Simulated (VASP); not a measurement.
A run of VASP 6.6.1 is set up as follows.

File INCAR:

```
  ALGO = Normal
  EDIFF = 1E-6
  ENCUT = 520
  GGA = PS
  ISIF = 2
  ISMEAR = 0
  LASPH = T
  LCHARG = F
  LREAL = F
  LWAVE = F
  NBANDS = 16
  NELM = 60
  PREC = Accurate
  SIGMA = 0.02
```

Contents of KPOINTS:

```
k-points
0
Gamma
  12 12 4
```

File POSCAR:

```
BN
1.0
    2.5043460065      0.0000000000      0.0000000000
   -1.2521730032      2.1688272615      0.0000000000
    0.0000000000      0.0000000000      7.0164125884
B N
2 2
Direct
    0.3333333333      0.6666666667      0.2500000000
    0.6666666667      0.3333333333      0.7500000000
    0.3333333333      0.6666666667      0.7500000000
    0.6666666667      0.3333333333      0.2500000000
```

Potentials or basis: VASP PAW PBE potentials, release 64 (B, N).

Command:

```sh
$ cat potpaw_PBE.64/B/POTCAR potpaw_PBE.64/N/POTCAR > POTCAR
$ mpirun -np 1 vasp_std > vasp.out
```

**Question.** Predict the pressure.

**Answer.** 0.3 GPa.

**Question.** Estimate the band gap on the k mesh.

**Answer.** 4.26 eV (least direct gap 4.60 eV).

Stress tensor (GPa, compression positive):
```
 0.49  0.00  0.00
 0.00  0.49  0.00
 0.00  0.00 -0.10
```

Caveat: the PAW data sets were made with another functional, which shifts forces and pressure a little; this functional lacks dispersion, which binds the layers, so the pressure and a relaxed spacing across them are unreliable. A hybrid or GW would open this gap; PBEsol tends to underestimate it.
